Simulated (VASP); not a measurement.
Input of a VASP 6.6.1 run:

Contents of INCAR:

```
ALGO = Normal
EDIFF = 1E-7
ENCUT = 520
GGA = RE
ISIF = 2
ISMEAR = -1
ISPIN = 2
IVDW = 13
LASPH = True
LCHARG = False
LMAXMIX = 4
LORBIT = 11
LREAL = False
LWAVE = False
MAGMOM = 3 0
NBANDS = 18
NELM = 150
PREC = Accurate
SIGMA = 0.05
```

The input KPOINTS:

```
k-points
0
Gamma
  11 11 11
```

Contents of POSCAR:

```
FeO
1.0
    0.0000000000      2.1430831024      2.1430831024
    2.1430831024      0.0000000000      2.1430831024
    2.1430831024      2.1430831024      0.0000000000
Fe O
1 1
Direct
    0.0000000000      0.0000000000      0.0000000000
    0.5000000000      0.5000000000      0.5000000000
```

Potentials or basis: VASP PAW PBE potentials, release 64 (Fe, O).

Run with:

```bash
$ cat potpaw_PBE.64/Fe/POTCAR potpaw_PBE.64/O/POTCAR > POTCAR
$ mpirun -np 1 vasp_std > vasp.out
```

Task: What does it give for the dispersion energy per atom?

Result: -0.643 eV.

Task: Estimate the pressure.

Result: 0.2 GPa.

Caveat: the PAW data sets were made with another functional, which shifts forces and pressure a little; a cell with one magnetic atom can't hold antiferromagnetic order, which such compounds often take; semilocal functionals often make such compounds metallic where correlation or magnetic order opens a gap, which also shifts bond lengths.

**Measured values to compare with.**

“W\"ustite: Electric, thermodynamic and optical properties of FeO”, 2012, arxiv:1203.1201 quotes, for a bulk crystal of FeO: band gap 2.4 eV (optical).

A measured gap of FeO is 2.4 eV (optical; quoted in “W\"ustite: Electric, thermodynamic and optical properties of FeO”, 2012, arxiv:1203.1201); the calculated 0.00 eV misses it by -2.40 eV. So large a miss can be the level of theory's own, or it may mean another phase, state or a wrong row. The value is that of revPBE+D4 on a finite k mesh, which can miss the band edges, without temperature or zero-point motion. Semilocal functionals fall short of measured gaps as a rule. The run's magnetic order (collinear spin, ferromagnetic start) needn't be the measured crystal's.
